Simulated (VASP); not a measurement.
A run of VASP 6.6.1 is set up as follows.

INCAR

```
SYSTEM = KBr
ALGO = Normal
EDIFF = 1E-6
ENCUT = 520
GGA = PE
ISIF = 2
ISMEAR = -1
LASPH = .True.
LCHARG = .False.
LREAL = .False.
LWAVE = .False.
NBANDS = 15
NELM = 60
PREC = Accurate
SIGMA = 0.01
```

Contents of KPOINTS:

```
k-points
0
Gamma
  7 7 7
  0 0 0
```

Contents of POSCAR:

```
KBr
1.0
    0.0000000000      3.2648306246      3.2648306246
    3.2648306246      0.0000000000      3.2648306246
    3.2648306246      3.2648306246      0.0000000000
K Br
1 1
Direct
    0.0000000000      0.0000000000      0.0000000000
    0.5000000000      0.5000000000      0.5000000000
```

Potentials or basis: VASP PAW PBE potentials, release 64 (K_sv, Br).

Launch:

```console
$ cat potpaw_PBE.64/K_sv/POTCAR potpaw_PBE.64/Br/POTCAR > POTCAR
$ mpirun -np 1 vasp_std > vasp.out
```

What does it give for the pressure?

1.3 GPa.

What does it give for the band gap on the k mesh?

4.52 eV, direct.
